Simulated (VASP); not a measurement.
Write the native input for VASP 6.6.1 that does the following.

- Task: single point
- Functional: PBE
- Dispersion: D3(BJ)
- Potentials or basis: VASP PAW PBE potentials, release 64 (Cu, O)
- Cutoff: 520 eV
- k mesh: 10 × 10 × 5
- Occupations: fermi-dirac, width 0.05 eV
- Spin: no spin polarisation
- Dipole correction: no
- Further INCAR settings: ALGO = Normal; EDIFF = 1e-06; NBANDS = 25

The structure of CuO lies in POSCAR:

```
CuO
1.0
    2.3418500000     -1.7113000000      0.0000000000
    2.3418500000      1.7113000000      0.0000000000
   -0.8500274268      0.0000000000      5.0578693947
Cu O
2 2
Direct
    0.5000000000      0.0000000000      0.5000000000
    0.0000000000      0.5000000000      0.0000000000
    0.4184000000      0.5816000000      0.7500000000
    0.5816000000      0.4184000000      0.2500000000
```

The input as run:

INCAR

```
SYSTEM = CuO
PREC     = Accurate       ! precision mode
ENCUT    = 520            ! plane-wave cutoff, eV
EDIFF    = 1E-6           ! SCF threshold, eV
ISMEAR   = -1             ! smearing method
SIGMA    = 0.05           ! smearing width, eV
LREAL    = .FALSE.        ! projectors in reciprocal space
LASPH    = .TRUE.         ! aspherical terms in the spheres
NELM     = 80             ! most SCF steps
ALGO     = Normal         ! electronic algorithm
ISIF     = 2              ! what is computed and relaxed
LWAVE    = .FALSE.        ! write WAVECAR
LCHARG   = .TRUE.         ! write CHGCAR
GGA      = PE             ! functional
IVDW     = 12             ! dispersion correction
LELF     = .TRUE.         ! ELF
LVHAR    = .TRUE.       
NBANDS   = 25             ! bands
```

KPOINTS

```
regular mesh
0
G
  10 10 5
  0 0 0
```

Potentials or basis: VASP PAW PBE potentials, release 64 (Cu, O).

The run is started by

```console
$ cat potpaw_PBE.64/Cu/POTCAR potpaw_PBE.64/O/POTCAR > POTCAR
$ mpirun -np 1 vasp_std > vasp.out
```

Results of the run:

| Item | Value |
| --- | --- |
| Pressure | 1.9 GPa |
| Largest force | 0.220 eV/Å |
| Band gap on the k mesh | zero (bands 17 and 18 overlap by 0.60 eV) |
| Dispersion energy per atom | -0.283 eV |

Caveat: semilocal functionals often make such compounds metallic where correlation or magnetic order opens a gap, which also shifts bond lengths.

Run time: 3.3 min on 1 thread of Intel Xeon 8259CL, with other jobs on the host, peak memory 0.26 GiB.
